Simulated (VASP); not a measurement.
Write the native input for VASP 6.6.1 that does the following.

* Task: single point
* Functional: PBE
* Dispersion: D3(BJ)
* Potentials or basis: VASP PAW PBE potentials, release 64 (Cu, N)
* Cutoff: 600 eV
* k mesh: 10 × 10 × 10
* Occupations: gaussian, width 0.01 eV
* Spin: no spin polarisation
* Dipole correction: no
* Further INCAR settings: ALGO = Normal; EDIFF = 1e-06; NBANDS = 27

The structure of Cu3N lies in POSCAR:

```
Cu3N
1.0
    3.7827486171      0.0000000000      0.0000000000
    0.0000000000      3.7827486171      0.0000000000
    0.0000000000      0.0000000000      3.7827486171
Cu N
3 1
Direct
    0.5000000000      0.0000000000      0.0000000000
    0.0000000000      0.5000000000      0.0000000000
    0.0000000000      0.0000000000      0.5000000000
    0.0000000000      0.0000000000      0.0000000000
```

The input as run:

INCAR

```
SYSTEM = Cu3N
PREC = Accurate ; ENCUT = 600
EDIFF = 1E-6 ; ISMEAR = 0
SIGMA = 0.01 ; LREAL = .False.
LASPH = .True. ; NELM = 120
ALGO = Normal ; ISIF = 2
LWAVE = .False. ; LCHARG = .False.
GGA = PE ; IVDW = 12
NBANDS = 27 ; GGA_COMPAT = .False.
```

KPOINTS

```
regular mesh
0
Gamma
  10 10 10
  0 0 0
```

Potentials or basis: VASP PAW PBE potentials, release 64 (Cu, N).

The run is started by

```sh
$ cat potpaw_PBE.64/Cu/POTCAR potpaw_PBE.64/N/POTCAR > POTCAR
$ mpirun -np 1 vasp_std > vasp.out
```

Results of the run:

* Pressure: 0.7 GPa
* Band gap on the k mesh: 0.13 eV, indirect (least direct gap 0.68 eV)
* Dispersion energy per atom: -0.353 eV

Wall time 2 min on 1 thread of AMD EPYC 7R43 64-Core Processor (Zen 3) (shared host), peak memory 0.2 GiB.
